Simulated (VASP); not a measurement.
A run of VASP 6.6.1:

INCAR

```
SYSTEM = Al4FeCo3
PREC = Accurate
ENCUT = 520
EDIFF = 1E-6
ISMEAR = 0
SIGMA = 0.1
LREAL = .False.
LASPH = .True.
NELM = 80
ALGO = Fast
ISIF = 2
LWAVE = .False.
LCHARG = .False.
NBANDS = 34
```

Contents of KPOINTS:

```
Automatic mesh
0
Gamma
  10 10 8
  0 0 0
```

POSCAR

```
Al4FeCo3
1.0
    4.0361281021      0.0000000000      0.0000000000
    0.0000000000      4.0361281021      0.0000000000
    0.0000000000      0.0000000000      5.7113200318
Al Fe Co
4 1 3
Direct
    0.0000000000      0.5000000000      0.7528055529
    0.0000000000      0.5000000000      0.2471944471
    0.5000000000      0.0000000000      0.7528055529
    0.5000000000      0.0000000000      0.2471944471
    0.5000000000      0.5000000000      0.0000000000
    0.0000000000      0.0000000000      0.0000000000
    0.0000000000      0.0000000000      0.5000000000
    0.5000000000      0.5000000000      0.5000000000
```

Potentials or basis: VASP PAW LDA potentials, release 64 (Al, Fe, Co).

Command:

```bash
$ cat potpaw_LDA.64/Al/POTCAR potpaw_LDA.64/Fe/POTCAR potpaw_LDA.64/Co/POTCAR > POTCAR
$ mpirun -np 1 vasp_std > vasp.out
```

Hardware: 1 thread of Intel(R) Xeon(R) Platinum 8375C CPU @ 2.90GHz (Ice Lake), on a shared host.

Problem. How long does it take, and how much memory?

Solution. Run time: 5.4 min on 1 thread of Intel(R) Xeon(R) Platinum 8375C CPU @ 2.90GHz (Ice Lake), with other jobs on the host, peak memory 0.39 GiB. Counts: scf iterations 20, k points 105.
